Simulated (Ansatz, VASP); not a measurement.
**B in VASP and in Ansatz**

```
B
1.0
     1.66996    0.00000    0.00000
    -0.83498    1.44623    0.00000
     0.00000    0.00000   20.72787
B
4
Direct
  0.00000 0.00000 0.00000
  0.00000 0.00000 0.50000
  0.33333 0.66667 0.25000
  0.66667 0.33333 0.75000
```

Alike in both runs: task single point; functional BLYP; k mesh 23 × 23 × 2; occupations fermi-dirac, width 0.1 eV; no spin polarisation.

```csv
,VASP,Ansatz
version,VASP 6.6.1,Ansatz 0.2.0
potentials or method,"VASP PAW PBE potentials, release 64 (B), cutoff 520 eV","plane waves (420 eV) with PAW, scalar-relativistic"
valence electrons in the cell,12,12
```

```csv
,VASP,Ansatz,Ansatz less VASP
pressure (GPa),10.5,10.6,+0.15
"traceless stress, the component that is largest in VASP (GPa)",-10.40,-10.48,-0.078
```

VASP's potentials were made for PBE, not for BLYP. The functional is the same, so the differences come from potentials, cutoffs and numerics.
